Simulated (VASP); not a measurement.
Crystal: Eu.

```
Eu
1.0
    -2.31825    2.31825    2.31825
     2.31825   -2.31825    2.31825
     2.31825    2.31825   -2.31825
Eu
1
Direct
  0.00000 0.00000 0.00000
```

This cell differs from its parent crystal: volume scaled by 1.02.

Base run:

* Program: VASP 6.6.1
* Functional: LDA
* Potentials or basis: VASP PAW PBE potentials, release 64 (Eu)
* Cutoff: 520 eV
* k mesh: 8 × 8 × 8
* Occupations: fermi-dirac, width 0.05 eV
* Spin: collinear spin, ferromagnetic start
* Starting moments: [7.0] μB

Its results: pressure -3.8 GPa; net moment 7.25 μB per cell; site moments Eu +6.71 μB.

The run is repeated on the same cell with these changes: functional from LDA to PBEsol; further incar settings from ALGO = Normal; EDIFF = 1e-06; NBANDS = 18 to ALGO = Normal; EDIFF = 1e-07; NBANDS = 18. What comes out?

Pressure -3.0 GPa; net moment 7.39 μB per cell; site moments Eu +6.72 μB.

Caveats: the PAW data sets were made with another functional, which shifts forces and pressure a little.
